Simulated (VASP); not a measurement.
Here is a VASP 6.6.1 calculation.

Contents of INCAR:

```
  PREC = Accurate
  ENCUT = 520
  EDIFF = 1E-6
  ISMEAR = 1
  SIGMA = 1.0
  LREAL = False
  LASPH = True
  NELM = 150
  ALGO = Normal
  ISIF = 2
  LWAVE = False
  LCHARG = True
  ISPIN = 2
  MAGMOM = 0.607
  LORBIT = 11
  LMAXMIX = 4
  LELF = True
  LVHAR = True
  NBANDS = 15
```

File KPOINTS:

```
Automatic mesh
0
Gamma
  16 16 16
```

File POSCAR:

```
Ni
1.0
    0.0000000000      1.7124646296      1.7124646296
    1.7124646296      0.0000000000      1.7124646296
    1.7124646296      1.7124646296      0.0000000000
Ni
1
Direct
    0.0000000000      0.0000000000      0.0000000000
```

Potentials or basis: VASP PAW LDA potentials, release 64 (Ni).

Command:

```sh
$ cat potpaw_LDA.64/Ni/POTCAR > POTCAR
$ mpirun -np 1 vasp_std > vasp.out
```

Estimate the net moment.

0.00 μB per cell.

Predict the band gap on the k mesh.

zero (filled and empty bands overlap).
